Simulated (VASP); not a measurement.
# MnO (Fm-3m) in VASP: notebook

MnO is run at these levels: PBE+U; tasks: single point.

All numbers are computed with VASP 6.6.1; they aren't measurements. Logs are shortened: lines on timing, memory, paths and dates and some standing lists are left out, and cuts for length are marked.

### Step 1. The cell of the first run

Symmetry: Fm-3m, No. 225, cubic system. The conventional cell has a = 4.261 Å, b = 4.261 Å, c = 4.261 Å, α = 90.00°, β = 90.00°, γ = 90.00°. Mn (site symmetry m-3m) has 6 O at 2.13 Å within 2.8 Å. O (site symmetry m-3m) has 6 Mn at 2.13 Å within 2.8 Å.

### Step 2. Single point, PBE+U, collinear spin, ferromagnetic start

INCAR reads:

```
SYSTEM = MnO
ALGO = Normal
EDIFF = 1E-6
ENCUT = 520
GGA = PE
ISIF = 2
ISMEAR = -1
ISPIN = 2
LASPH = .True.
LCHARG = .True.
LDAU = .True.
LDAUJ = 0 0
LDAUL = 2 -1
LDAUPRINT = 1
LDAUTYPE = 2
LDAUU = 3.5 0
LELF = .True.
LMAXMIX = 4
LORBIT = 11
LREAL = .False.
LVHAR = .True.
LWAVE = .False.
MAGMOM = 2.8 0
NBANDS = 20
NELM = 150
PREC = Accurate
SIGMA = 0.05
```

KPOINTS reads:

```
k-points
0
Gamma
  10 10 10
  0 0 0
```

POSCAR reads:

```
MnO
1.0
    0.0000000000      2.1302652685      2.1302652685
    2.1302652685      0.0000000000      2.1302652685
    2.1302652685      2.1302652685      0.0000000000
Mn O
1 1
Direct
    0.0000000000      0.0000000000      0.0000000000
    0.5000000000      0.5000000000      0.5000000000
```

Potentials or basis: VASP PAW PBE potentials, release 64 (Mn_pv, O).

Command:

```bash
cat potpaw_PBE.64/Mn_pv/POTCAR potpaw_PBE.64/O/POTCAR > POTCAR
mpirun -np 1 vasp_std > vasp.out
```

OUTCAR:

```text
SYSTEM = MnO
   EDIFF = 1E-6
   ENCUT = 520
   GGA = PE
   ISIF = 2
   ISMEAR = -1
   ISPIN = 2
   LASPH = .True.
   LORBIT = 11
   LREAL = .False.
   NELM = 150
   PREC = Accurate

 ion  position               nearest neighbor table
   1  0.000  0.000  0.000-   2 2.13   2 2.13   2 2.13   2 2.13   2 2.13   2 2.13
   2  0.500  0.500  0.500-   1 2.13   1 2.13   1 2.13   1 2.13   1 2.13   1 2.13

  LATTYP: Found a face centered cubic cell.
 ALAT       =     4.2605305370

  Lattice vectors:

 A1 = (   0.0000000000,   2.1302652685,   2.1302652685)
 A2 = (   2.1302652685,   0.0000000000,   2.1302652685)
 A3 = (   2.1302652685,   2.1302652685,   0.0000000000)

Analysis of symmetry for initial positions (statically):
=====================================================================
 Subroutine PRICEL returns:
 Original cell was already a primitive cell.

 Routine SETGRP: Setting up the symmetry group for a
 face centered cubic supercell.

 Subroutine GETGRP returns: Found 48 space group operations
 (whereof 48 operations were pure point group operations)
 out of a pool of 48 trial point group operations.

The static configuration has the point symmetry O_h .

Analysis of symmetry for dynamics (positions and initial velocities):
=====================================================================
 Subroutine PRICEL returns:
 Original cell was already a primitive cell.

 Routine SETGRP: Setting up the symmetry group for a
 face centered cubic supercell.

 Subroutine GETGRP returns: Found 48 space group operations
 (whereof 48 operations were pure point group operations)
 out of a pool of 48 trial point group operations.

The dynamic configuration has the point symmetry O_h .

Analysis of structural, dynamic, and magnetic symmetry:
=====================================================================
 Subroutine PRICEL returns:
 Original cell was already a primitive cell.

 Routine SETGRP: Setting up the symmetry group for a
 face centered cubic supercell.

 Subroutine GETGRP returns: Found 48 space group operations
[... 167 lines left out ...]
  o =  0.0254  v =  0.0000  0.0000  0.0000  0.0000  0.0000  0.0020  0.8480 -0.0000 -0.5300 -0.0000      0.0000  0.0000  0.0000  0.0000  0.0000  0.0000  0.0000  0.0000  0.0000  0.0000
  o =  0.0254  v =  0.0000  0.0000  0.0000  0.0000  0.0000 -0.0053  0.5300  0.0000  0.8480  0.0000      0.0000  0.0000  0.0000  0.0000  0.0000  0.0000  0.0000  0.0000  0.0000  0.0000
  o =  0.0254  v =  0.0000  0.0000  0.0000  0.0000  0.0000  1.0000  0.0011  0.0000  0.0056  0.0000      0.0000  0.0000  0.0000  0.0000  0.0000  0.0000  0.0000  0.0000  0.0000  0.0000
  o =  0.0939  v =  0.0000  0.0000  0.0000  0.0000  0.0000  0.0000 -0.0000  0.0006  0.0000 -1.0000      0.0000  0.0000  0.0000  0.0000  0.0000  0.0000  0.0000  0.0000  0.0000  0.0000
  o =  0.0939  v =  0.0000  0.0000  0.0000  0.0000  0.0000 -0.0000  0.0000  1.0000 -0.0000  0.0006      0.0000  0.0000  0.0000  0.0000  0.0000  0.0000  0.0000  0.0000  0.0000  0.0000
  o =  0.9398  v =  0.0000  0.8824  0.0000 -0.4705 -0.0000  0.0000  0.0000  0.0000  0.0000  0.0000      0.0000  0.0000  0.0000  0.0000  0.0000  0.0000  0.0000  0.0000  0.0000  0.0000
  o =  0.9398  v =  0.0000 -0.4705  0.0000 -0.8824  0.0000  0.0000  0.0000  0.0000  0.0000  0.0000      0.0000  0.0000  0.0000  0.0000  0.0000  0.0000  0.0000  0.0000  0.0000  0.0000
  o =  0.9398  v =  1.0000  0.0000  0.0000  0.0000  0.0000  0.0000  0.0000  0.0000  0.0000  0.0000      0.0000  0.0000  0.0000  0.0000  0.0000  0.0000  0.0000  0.0000  0.0000  0.0000
  o =  0.9870  v =  0.0000  0.0000 -1.0000 -0.0000 -0.0019  0.0000  0.0000  0.0000  0.0000  0.0000      0.0000  0.0000  0.0000  0.0000  0.0000  0.0000  0.0000  0.0000  0.0000  0.0000
  o =  0.9870  v =  0.0000  0.0000 -0.0019 -0.0000  1.0000  0.0000  0.0000  0.0000  0.0000  0.0000      0.0000  0.0000  0.0000  0.0000  0.0000  0.0000  0.0000  0.0000  0.0000  0.0000

 number of electron      18.9999991 magnetization       4.9968139

 Free energy of the ion-electron system (eV)
  ---------------------------------------------------
  ext. energy  EPLUGINS =         0.00000000
  ---------------------------------------------------
  free energy    TOTEN  =       -15.19778577 eV

  energy without entropy =      -15.19728932  energy(sigma->0) =      -15.19753755

 E-fermi :   9.1324     XC(G=0): -12.5214

 val. band max:        9.0007185210   @ k =   0.5000   0.0000   0.0000
 cond. band min:       9.1387257541   @ k =   0.5000   0.5000   0.0000
 fundamental gap:      0.1380072331
 Fermi energy:         9.1323842183

 spin component 1

 k-point     1 :       0.0000    0.0000    0.0000
  band No.  band energies     occupation
      1     -41.0973      1.00000
      2     -41.0973      1.00000
      3     -41.0973      1.00000
      4     -11.9173      1.00000
      5       4.3974      1.00000
      6       4.3974      1.00000
[... 1097 lines left out ...]
     19      37.5825      0.00000
     20      38.9218      0.00000

 [... further k-points ...]
[... 5 lines left out ...]
  --------------------------------------------------------------------------------------
  -------------------------------------------------------------------------------------
  Total        4.4586138      4.4586138      4.4586138      0.0000000     -0.0000000      0.0000000
  in kB      369.4701722    369.4701722    369.4701722      0.0000000     -0.0000000      0.0000000
  external PRESSURE =     369.4701722 kB  Pullay stress =       0.0000000 kB

 VOLUME and BASIS-vectors are now :
 -----------------------------------------------------------------------------
  energy-cutoff  :      520.00
  volume of cell :       19.33
      direct lattice vectors                 reciprocal lattice vectors
     0.000000000  2.130265269  2.130265269    -0.234712553  0.234712553  0.234712553
     2.130265269  0.000000000  2.130265269     0.234712553 -0.234712553  0.234712553
     2.130265269  2.130265269  0.000000000     0.234712553  0.234712553 -0.234712553

 POSITION                                       TOTAL-FORCE (eV/Angst)
 -----------------------------------------------------------------------------------
      0.00000      0.00000      0.00000         0.000000      0.000000      0.000000
      2.13027      2.13027      2.13027         0.000000      0.000000      0.000000
 -----------------------------------------------------------------------------------
    total drift:                                0.000000     -0.000000     -0.000000

  FREE ENERGIE OF THE ION-ELECTRON SYSTEM (eV)
  ---------------------------------------------------
  free  energy   TOTEN  =       -15.1977857731 eV

  energy  without entropy=      -15.1972893178  energy(sigma->0) =      -15.19753755

 total charge

# of ion       s       p       d       tot
------------------------------------------
    1        0.233   6.235   5.034  11.502
    2        1.558   3.523   0.000   5.081
--------------------------------------------------
tot          1.791   9.757   5.034  16.582

 magnetization (x)

# of ion       s       p       d       tot
------------------------------------------
    1        0.032   0.030   4.520   4.582
    2        0.028   0.172   0.000   0.201
--------------------------------------------------
tot          0.061   0.203   4.520   4.783
```

OSZICAR:

```text
N       E                     dE             d eps       ncg     rms          rms(c)
DAV:   1     0.172183669086E+03    0.17218E+03   -0.10130E+04  3804   0.115E+03
DAV:   2    -0.704319917154E+01   -0.17923E+03   -0.16760E+03  3844   0.332E+02
DAV:   3    -0.149201827524E+02   -0.78770E+01   -0.77764E+01  4304   0.750E+01
DAV:   4    -0.149720118003E+02   -0.51829E-01   -0.51819E-01  4304   0.628E+00
DAV:   5    -0.149723941348E+02   -0.38233E-03   -0.38233E-03  4192   0.535E-01    0.175E+01
DAV:   6    -0.151899468975E+02   -0.21755E+00   -0.92001E+00  5108   0.363E+01    0.200E+01
DAV:   7    -0.151983016825E+02   -0.83548E-02   -0.95409E-01  4208   0.133E+01    0.116E+01
DAV:   8    -0.151968454310E+02    0.14563E-02   -0.10853E-01  4176   0.337E+00    0.648E+00
DAV:   9    -0.151981966167E+02   -0.13512E-02   -0.34894E-02  4212   0.228E+00    0.456E-01
DAV:  10    -0.151976014517E+02    0.59517E-03   -0.83371E-03  4124   0.119E+00    0.293E-01
DAV:  11    -0.151977166544E+02   -0.11520E-03   -0.51436E-04  4324   0.221E-01    0.692E-02
DAV:  12    -0.151977707936E+02   -0.54139E-04   -0.41979E-05  4160   0.651E-02    0.262E-02
DAV:  13    -0.151977829182E+02   -0.12125E-04   -0.10282E-05  4276   0.249E-02    0.171E-02
DAV:  14    -0.151977858634E+02   -0.29452E-05   -0.19642E-06  4160   0.164E-02    0.348E-03
DAV:  15    -0.151977857731E+02    0.90330E-07   -0.22223E-07  2300   0.439E-03
   1 F= -.15197786E+02 E0= -.15197538E+02  d E =-.496455E-03  mag=     4.9968
```

stdout:

```text
POSCAR found type information on POSCAR MnO
 POSCAR found :  2 types and       2 ions
 scaLAPACK will be used
 LDA part: xc-table for (Slater+PW92), standard interpolation
 POSCAR, INCAR and KPOINTS ok, starting setup
 FFT: planning ... GRIDC
 FFT: planning ... GRID_SOFT
 FFT: planning ... GRID
 WAVECAR not read
 entering main loop
```

It took 51 s on 1 thread of Intel Xeon 8259CL, shared host; peak memory 0.17 GiB.

Results:

| Property | Result |
| --- | --- |
| Free energy | -15.1978 eV |
| Pressure | 36.9 GPa |
| Band gap on the k mesh | 0.14 eV (least direct gap 2.81 eV) |
| Net moment | 5.00 μB per cell |
| Site moments | Mn +4.58; O +0.20 μB |
| Valence electrons inside the program's atomic spheres | Mn 11.50; O 5.08 |

Eigenvalues of the final occupation matrices:
```csv
site,spin,trace,eigenvalues
site 1 d,1,4.79,0.94 0.94 0.94 0.99 0.99
site 1 d,2,0.26,0.03 0.03 0.03 0.09 0.09
```

Caveat: the cell stands under pressure; semilocal functionals underestimate gaps, and a narrow one can read as zero; a cell with one magnetic atom can't hold antiferromagnetic order, which such compounds often take. A k mesh can miss the band edges.

### Step 3. Single point, PBE+U, collinear spin, ferromagnetic start

This run uses another cell than the first one, of 10.11 Å³/atom.

INCAR reads:

```
ALGO     = Normal         # electronic algorithm
EDIFF    = 1E-7           # SCF threshold, eV
ENCUT    = 520            # plane-wave cutoff, eV
GGA      = PE             # functional
ISIF     = 2              # what is computed and relaxed
ISMEAR   = -1             # smearing method
ISPIN    = 2              # spin polarisation
LASPH    = True           # aspherical terms in the spheres
LCHARG   = False          # write CHGCAR
LDAU     = True           # DFT+U
LDAUJ    = 0 0          
LDAUL    = 2 -1           # shell
LDAUPRINT= 1            
LDAUTYPE = 2            
LDAUU    = 3.5 0          # U, eV
LMAXMIX  = 4              # l up to which the mixer works
LORBIT   = 11             # projections on sites
LREAL    = False          # projectors in reciprocal space
LWAVE    = False          # write WAVECAR
MAGMOM   = 2.8 0          # initial moments
NBANDS   = 20             # bands
NELM     = 150            # most SCF steps
PREC     = Accurate       # precision mode
SIGMA    = 0.05           # smearing width, eV
```

KPOINTS reads:

```
k-points
0
Gamma
  10 10 10
```

POSCAR reads:

```
MnO
1.0
    0.0000000000      2.1620649607      2.1620649607
    2.1620649607      0.0000000000      2.1620649607
    2.1620649607      2.1620649607      0.0000000000
Mn O
1 1
Direct
    0.0000000000      0.0000000000      0.0000000000
    0.5000000000      0.5000000000      0.5000000000
```

Potentials or basis: VASP PAW PBE potentials, release 64 (Mn_pv, O).

Command:

```bash
cat potpaw_PBE.64/Mn_pv/POTCAR potpaw_PBE.64/O/POTCAR > POTCAR
mpirun -np 1 vasp_std > vasp.out
```

Wall time 48 s (1 thread of Intel Xeon 8259CL, shared host); peak memory 0.17 GiB.

It converged, with:

| Property | Result |
| --- | --- |
| Free energy | -15.3680 eV |
| Pressure | 25.0 GPa |
| Band gap on the k mesh | 0.29 eV (least direct gap 3.04 eV) |
| Net moment | 5.00 μB per cell |
| Site moments | Mn +4.59; O +0.19 μB |
| Valence electrons inside the program's atomic spheres | Mn 11.44; O 5.05 |

Levels at points of the mesh, in eV from the valence-band top:
Spin up:
```csv
k point,band 8,band 9,band 10,band 11,band 12,band 13,band 14,band 15,band 16,band 17
"(0.00, 0.00, 0.00)",-3.99,-3.99,-3.46,-3.46,-3.46,0.29,14.49,16.74,16.74,16.74
"(0.50, 0.00, 0.00)",-3.43,-3.43,-2.62,0.00,0.00,4.02,8.90,12.79,12.79,19.53
"(0.50, 0.50, 0.00)",-4.62,-3.53,-3.13,-3.13,-2.93,5.94,8.80,10.56,15.01,15.01
```
Spin down:
| k point | band 3 | band 4 | band 5 | band 6 | band 7 | band 8 | band 9 | band 10 | band 11 | band 12 |
| --- | --- | --- | --- | --- | --- | --- | --- | --- | --- | --- |
| (0.00, 0.00, 0.00) | -45.07 | -19.93 | -3.09 | -3.09 | -3.09 | 1.71 | 2.57 | 2.57 | 2.57 | 3.23 |
| (0.50, 0.00, 0.00) | -45.08 | -18.75 | -7.41 | -4.51 | -4.51 | 3.88 | 4.14 | 4.14 | 5.18 | 5.72 |
| (0.50, 0.50, 0.00) | -45.11 | -18.77 | -6.46 | -4.16 | -4.16 | 0.49 | 3.97 | 4.22 | 4.72 | 4.72 |

Eigenvalues of the final occupation matrices:
| site | spin | trace | eigenvalues |
| --- | --- | --- | --- |
| site 1 d | 1 | 4.78 | 0.94 0.94 0.94 0.98 0.98 |
| site 1 d | 2 | 0.24 | 0.02 0.02 0.02 0.09 0.09 |

Caveat: the cell stands under pressure; semilocal functionals underestimate gaps, and a narrow one can read as zero; a cell with one magnetic atom can't hold antiferromagnetic order, which such compounds often take. A k mesh can miss the band edges.
